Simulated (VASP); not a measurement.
# MgB2 (P6/mmm) in VASP: a series of runs

The runs below take MgB2 through vibrations by perturbation theory, elastic constants, with PBE, PBEsol.

All numbers are computed with VASP 6.6.1; they aren't measurements. Logs are shortened: lines on timing, memory, paths and dates and some standing lists are left out, and cuts for length are marked.

## Step 1: The cell of the first run

It takes space group P6/mmm (No. 191, hexagonal). Conventional cell: a = 3.085 Å, b = 3.085 Å, c = 3.523 Å, α = 90.00°, β = 90.00°, γ = 120.00°. Within 3.3 Å of Mg (site symmetry 6/mmm) lie 12 B at 2.51 Å and 6 Mg at 3.08 to 3.09 Å. Within 2.4 Å of B (site symmetry -6m2) lie 3 B at 1.78 Å.

## Step 2: Vibrations by perturbation theory, PBE

INCAR reads:

```
SYSTEM = MgB2
PREC     = Accurate       ! precision mode
ENCUT    = 520            ! plane-wave cutoff, eV
EDIFF    = 1E-8           ! SCF threshold, eV
ISMEAR   = -1             ! smearing method
SIGMA    = 0.05           ! smearing width, eV
LREAL    = .FALSE.        ! projectors in reciprocal space
LASPH    = .TRUE.         ! aspherical terms in the spheres
NELM     = 100            ! most SCF steps
ALGO     = Normal         ! electronic algorithm
ISIF     = 2              ! what is computed and relaxed
LWAVE    = .FALSE.        ! write WAVECAR
LCHARG   = .FALSE.        ! write CHGCAR
GGA      = PE             ! functional
NBANDS   = 11             ! bands
IBRION   = 8              ! ionic algorithm
NSW      = 1              ! ionic steps
```

KPOINTS reads:

```
Automatic mesh
0
G
  7 7 6
  0 0 0
```

POSCAR reads:

```
MgB2
1.0
    3.0850000000      0.0000000000      0.0000000000
   -1.5425000000      2.6716883707      0.0000000000
    0.0000000000      0.0000000000      3.5230000000
Mg B
1 2
Direct
    0.0000000000      0.0000000000      0.0000000000
    0.6666666667      0.3333333333      0.5000000000
    0.3333333333      0.6666666667      0.5000000000
```

Potentials or basis: VASP PAW PBE potentials, release 64 (Mg, B).

Started as:

```bash
> cat potpaw_PBE.64/Mg/POTCAR potpaw_PBE.64/B/POTCAR > POTCAR
> mpirun -np 1 vasp_std > vasp.out
```

OUTCAR:

```text
SYSTEM = MgB2
   PREC = Accurate
   ENCUT = 520
   EDIFF = 1E-8
   ISMEAR = -1
   LREAL = .FALSE.
   LASPH = .TRUE.
   NELM = 100
   ISIF = 2
   GGA = PE
   IBRION = 8
   NSW = 1

 ion  position               nearest neighbor table
   1  0.000  0.000  0.000-   2 2.51   3 2.51   2 2.51   3 2.51   2 2.51   2 2.51   3 2.51   3 2.51
                             2 2.51   2 2.51   3 2.51   3 2.51
   2  0.667  0.333  0.500-   3 1.78   3 1.78   3 1.78   1 2.51   1 2.51   1 2.51   1 2.51   1 2.51
                             1 2.51
   3  0.333  0.667  0.500-   2 1.78   2 1.78   2 1.78   1 2.51   1 2.51   1 2.51   1 2.51   1 2.51
                             1 2.51

  LATTYP: Found a hexagonal cell.
 ALAT       =     3.0850000000
 C/A-ratio  =     1.1419773096

  Lattice vectors:

 A1 = (   3.0850000000,   0.0000000000,   0.0000000000)
 A2 = (  -1.5425000000,   2.6716883707,   0.0000000000)
 A3 = (   0.0000000000,   0.0000000000,   3.5230000000)

Analysis of symmetry for initial positions (statically):
=====================================================================
 Subroutine PRICEL returns:
 Original cell was already a primitive cell.

 Routine SETGRP: Setting up the symmetry group for a
 hexagonal supercell.

 Subroutine GETGRP returns: Found 24 space group operations
 (whereof 24 operations were pure point group operations)
 out of a pool of 24 trial point group operations.

The static configuration has the point symmetry D_6h.

Analysis of symmetry for dynamics (positions and initial velocities):
=====================================================================
 Subroutine PRICEL returns:
 Original cell was already a primitive cell.

 Routine SETGRP: Setting up the symmetry group for a
 hexagonal supercell.

 Subroutine GETGRP returns: Found 24 space group operations
 (whereof 24 operations were pure point group operations)
 out of a pool of 24 trial point group operations.

The dynamic configuration has the point symmetry D_6h.

 Subroutine INISYM returns: Found 24 space group operations
 (whereof 24 operations are pure point group operations),
 and found     1 'primitive' translations

----------------------------------------------------------------------------------------

                                     Primitive cell

  volume of cell :      29.0371

  direct lattice vectors                    reciprocal lattice vectors
     3.085000000  0.000000000  0.000000000     0.324149109  0.187147575  0.000000000
    -1.542500000  2.671688371  0.000000000     0.000000000  0.374295150  0.000000000
     0.000000000  0.000000000  3.523000000     0.000000000  0.000000000  0.283848992

  length of vectors
     3.085000000  3.085000000  3.523000000     0.374295150  0.374295150  0.283848992

  position of ions in fractional coordinates (direct lattice)
     0.000000000  0.000000000  0.000000000
     0.666666667  0.333333333  0.500000000
     0.333333333  0.666666667  0.500000000

  ion indices of the primitive-cell ions
   primitive index   ion index
                 1           1
                 2           2
                 3           3

----------------------------------------------------------------------------------------

 KPOINTS: Automatic mesh

Automatic generation of k-mesh.
 Grid dimensions read from file:
 generate k-points for:    7    7    6
[... 103 lines left out ...]

 number of electron       8.0000000 magnetization

 Free energy of the ion-electron system (eV)
  ---------------------------------------------------
  ext. energy  EPLUGINS =         0.00000000
  ---------------------------------------------------
  free energy    TOTEN  =       -15.33028992 eV

  energy without entropy =      -15.32290362  energy(sigma->0) =      -15.32659677

 E-fermi :   5.1038     XC(G=0): -10.9132

 val. band max:        5.0902278926   @ k =   0.4286   0.0000   0.0000
 cond. band min:       5.1313688520   @ k =   0.1429  -0.0000   0.3333
 fundamental gap:      0.0411409593
 Fermi energy:         5.1037963025

 k-point     1 :       0.0000    0.0000    0.0000
  band No.  band energies     occupation
      1      -7.1667      2.00000
      2       2.3217      2.00000
      3       5.5948      0.00011
      4       5.5948      0.00011
      5       6.9245      0.00000
      6      11.5391      0.00000
      7      11.5391      0.00000
      8      13.3280      0.00000
      9      15.1784      0.00000
     10      17.8985      0.00000
     11      21.4199      0.00000
[... 309 lines left out ...]
 k-point    24 :       0.2857    0.2857    0.3333
  band No.  band energies     occupation
      1      -2.4704      2.00000
      2      -0.6205      2.00000
      3       0.4045      2.00000
      4       2.9907      2.00000
      5       5.0095      1.73671
      6       9.9784      0.00000
      7      15.1313      0.00000
      8      15.6259      0.00000
      9      16.3743      0.00000
     10      18.3263      0.00000
     11      19.7099      0.00000

 [... further k-points ...]
[... 5 lines left out ...]
  --------------------------------------------------------------------------------------
  -------------------------------------------------------------------------------------
  Total       -0.3856797     -0.3856797      0.0275364      0.0000000      0.0000000      0.0000000
  in kB      -21.2805927    -21.2805927      1.5193706      0.0000000      0.0000000      0.0000000
  external PRESSURE =     -13.6806049 kB  Pullay stress =       0.0000000 kB

 VOLUME and BASIS-vectors are now :
 -----------------------------------------------------------------------------
  energy-cutoff  :      520.00
  volume of cell :       29.04
      direct lattice vectors                 reciprocal lattice vectors
     3.085000000  0.000000000  0.000000000     0.324149109  0.187147575  0.000000000
    -1.542500000  2.671688371  0.000000000     0.000000000  0.374295150  0.000000000
     0.000000000  0.000000000  3.523000000     0.000000000  0.000000000  0.283848992

 POSITION                                       TOTAL-FORCE (eV/Angst)
 -----------------------------------------------------------------------------------
      0.00000      0.00000      0.00000         0.000000      0.000000      0.000000
      1.54250      0.89056      1.76150        -0.000000     -0.000000     -0.000000
     -0.00000      1.78113      1.76150        -0.000000      0.000000      0.000000
 -----------------------------------------------------------------------------------
    total drift:                                0.000000     -0.000000      0.000000

  FREE ENERGIE OF THE ION-ELECTRON SYSTEM (eV)
  ---------------------------------------------------
  free  energy   TOTEN  =       -15.3302899204 eV

  energy  without entropy=      -15.3229036242  energy(sigma->0) =      -15.32659677

[... ionic steps 2 to 3 ...]

--------------------------------------- Ionic step        4  -------------------------------------------

------------------------ aborting loop because EDIFF is reached ----------------------------------------
[... 11 lines left out ...]
[... ionic steps 8 to 8 ...]

--------------------------------------- Ionic step        9  -------------------------------------------

 Free energy of the ion-electron system (eV)
  ---------------------------------------------------
  ---------------------------------------------------
  free energy    TOTEN  =        -0.04186090 eV

  energy without entropy =       -0.04186090

------------------------ aborting loop because EDIFF is reached ----------------------------------------

 INTERNAL STRAIN TENSOR  FOR ION    2  DIRECTION 3   (eV/Angst):
 -----------------------------------------------------------------------------
     0.00279  0.00000  0.00000
     0.00000  0.00279  0.00000
     0.00000  0.00000 -0.00770

 INTERNAL STRAIN TENSOR FOR ION    3 for displacements in x,y,z  (eV/Angst):
          X           Y           Z          XY          YZ          ZX
  --------------------------------------------------------------------------------
  x     0.00000    -0.00000     0.00000    -3.89525     0.00000     0.00000
  y    -3.89525     3.89525     0.00000     0.00000     0.00000     0.00000
  z     0.00000     0.00000     0.00000     0.00000    -0.00000     0.00000

 SECOND DERIVATIVES (NOT SYMMETRIZED)
 ------------------------------------
               1X          1Y          1Z          2X          2Y          2Z          3X          3Y          3Z
  1X    -4.570950    0.000000    0.000000    2.285475    0.000000    0.000000    2.285475    0.000000    0.000000
  1Y     0.000000   -4.570950    0.000000    0.000000    2.285475    0.000000    0.000000    2.285475    0.000000
  1Z     0.000000   -0.000000   -6.724957    0.000000    0.000000    3.362479    0.000000    0.000000    3.362479
  2X     2.282374   -0.000000    0.000000   -6.484752   -0.000000    0.000000    4.202377    0.000000    0.000000
  2Y     0.000000    2.282374    0.000000    0.000000   -6.484752    0.000000    0.000000    4.202377    0.000000
  2Z     0.000000    0.000000    3.361996    0.000000   -0.000000  -10.806564    0.000000    0.000000    7.444568
  3X     2.282374   -0.000000    0.000000    4.202377    0.000000    0.000000   -6.484752   -0.000000    0.000000
  3Y     0.000000    2.282374    0.000000    0.000000    4.202377    0.000000    0.000000   -6.484752    0.000000
  3Z     0.000000    0.000000    3.361996    0.000000    0.000000    7.444568    0.000000   -0.000000  -10.806564

 Eigenvectors and eigenvalues of the dynamical matrix
 ----------------------------------------------------

   1 f  =   20.312468 THz   127.627004 2PiTHz  677.551017 cm-1    84.005582 meV
             X         Y         Z           dx          dy          dz
      0.000000  0.000000  0.000000     0.000000    0.000000    0.000000
      1.542500  0.890563  1.761500     0.000000    0.000000   -0.707107
     -0.000000  1.781126  1.761500    -0.000000   -0.000000    0.707107
[... 43 lines left out ...]
   9 f/i=    0.003347 THz     0.021029 2PiTHz    0.111637 cm-1     0.013841 meV
             X         Y         Z           dx          dy          dz
      0.000000  0.000000  0.000000     0.713286   -0.141754    0.000000
      1.542500  0.890563  1.761500     0.476040   -0.094605    0.000000
     -0.000000  1.781126  1.761500     0.476040   -0.094605    0.000000

--------------------------------------------------------------------------------------------------------

 ELASTIC MODULI CONTR FROM IONIC RELAXATION (kBar)
 Direction    XX          YY          ZZ          XY          YZ          ZX
 --------------------------------------------------------------------------------
 XX        -156.6741    156.6741      0.0000      0.0000      0.0000      0.0000
 YY         156.6741   -156.6741      0.0000     -0.0000     -0.0000      0.0000
 ZZ           0.0000      0.0000      0.0000      0.0000      0.0000      0.0000
 XY           0.0000     -0.0000      0.0000   -156.6741      0.0000      0.0000
 YZ           0.0000     -0.0000      0.0000      0.0000     -0.0000      0.0000
 ZX           0.0000      0.0000      0.0000      0.0000      0.0000      0.0000
 --------------------------------------------------------------------------------
```

It took 3.8 min on 1 thread of AMD EPYC 7R13, shared host; peak memory 0.2 GiB.

Results:

```yaml
Highest_phonon_frequency_at_Γ_LO-TO_splitting_left_out: 678 cm⁻¹
```

Phonon frequencies in cm⁻¹ (negative: imaginary):
```tsv
q point	frequencies
(0.000, 0.000, 0.000)	0 0 0 329 329 400 518 518 678
```

Caveat: the cell wasn't relaxed at this level first, which shifts response properties.

## Step 3: Elastic constants, PBEsol

INCAR reads:

```
PREC     = Accurate       # precision mode
ENCUT    = 600            # plane-wave cutoff, eV
EDIFF    = 1E-8           # SCF threshold, eV
ISMEAR   = -1             # smearing method
SIGMA    = 0.05           # smearing width, eV
LREAL    = F              # projectors in reciprocal space
LASPH    = T              # aspherical terms in the spheres
NELM     = 100            # most SCF steps
ALGO     = Normal         # electronic algorithm
ISIF     = 3              # what is computed and relaxed
LWAVE    = F              # write WAVECAR
LCHARG   = F              # write CHGCAR
GGA      = PS             # functional
IBRION   = 6              # ionic algorithm
NFREE    = 2            
POTIM    = 0.015          # step
NSW      = 1              # ionic steps
```

KPOINTS reads:

```
regular mesh
0
Gamma
  8 8 6
```

POSCAR is that of step 2.

Potentials or basis: VASP PAW PBE potentials, release 64 (Mg, B).

Started as:

```bash
> cat potpaw_PBE.64/Mg/POTCAR potpaw_PBE.64/B/POTCAR > POTCAR
> mpirun -np 1 vasp_std > vasp.out
```

It took 5.3 min on 1 thread of AMD EPYC 7R13 (Zen 3), shared host; peak memory 0.2 GiB.

It converged, with:

```
Voigt bulk modulus                                      : 149 GPa
Highest phonon frequency at Γ, LO-TO splitting left out : 683 cm⁻¹
```

Phonon frequencies in cm⁻¹ (negative: imaginary):
| q point | frequencies |
| --- | --- |
| (0.000, 0.000, 0.000) | 0 0 0 331 331 392 477 477 683 |

Elastic tensor in Voigt notation (GPa, in the Cartesian axes of the cell as first typed):
```
375  82  49   0   0   0
 82 375  49   0   0   0
 49  49 227   0   0   0
  0   0   0  54   0   0
  0   0   0   0  54   0
  0   0   0   0   0 147
```

Clamped-ion elastic tensor (GPa):
```
403  54  49   0   0   0
 54 403  49   0   0   0
 49  49 227   0   0   0
  0   0   0  54   0   0
  0   0   0   0  54   0
  0   0   0   0   0 175
```

Caveat: the cell is under stress, which shifts elastic constants; the PAW data sets were made with another functional, which shifts forces and pressure a little.
